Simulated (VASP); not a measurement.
ZnAu:

```
CELL_PARAMETERS angstrom
3.16243 0.00000 0.00000
0.00000 3.16243 0.00000
0.00000 0.00000 3.16243
ATOMIC_POSITIONS crystal
Zn 0.50000 0.50000 0.50000
Au 0.00000 0.00000 0.00000
```

```yaml
Program: VASP 6.6.1
Task: relaxation of cell and atoms
Functional: PBE
Potentials_or_basis: VASP PAW PBE potentials, release 64 (Zn, Au)
Cutoff: 600 eV
k_mesh: 9 × 9 × 9
Occupations: fermi-dirac, width 0.1 eV
Spin: non-collinear spin, zero start, spin-orbit coupling
Starting_moments: "[[0.0, 0.0, 0.0], [0.0, 0.0, 0.0]] μB"
```

At the start: pressure 2.6 GPa; volume 15.81 Å³/atom.

Where does the relaxation end?

Over 3 steps the energy falls by 2.7 meV/atom and the volume is 16.15 Å³/atom (+2.2 %); space group Pm-3m (No. 221, to 0.05 Å); moment 0.00 μB per cell.

Step by step:
```
step  energy change (eV)  largest force (eV/Å)  pressure (GPa)  volume (Å³)
   1              0.0000                0.0000            2.63        31.63
   2             -0.0025                0.0000           -1.81        32.83
   3             -0.0055                0.0000           -0.04        32.31
```

Final structure:
```xyz
2
Lattice="3.1850 0.0000 0.0000 0.0000 3.1850 0.0000 0.0000 0.0000 3.1850" Properties=species:S:1:pos:R:3 pbc="T T T"
Zn    1.5925    1.5925    1.5925
Au    0.0000    0.0000    0.0000
```
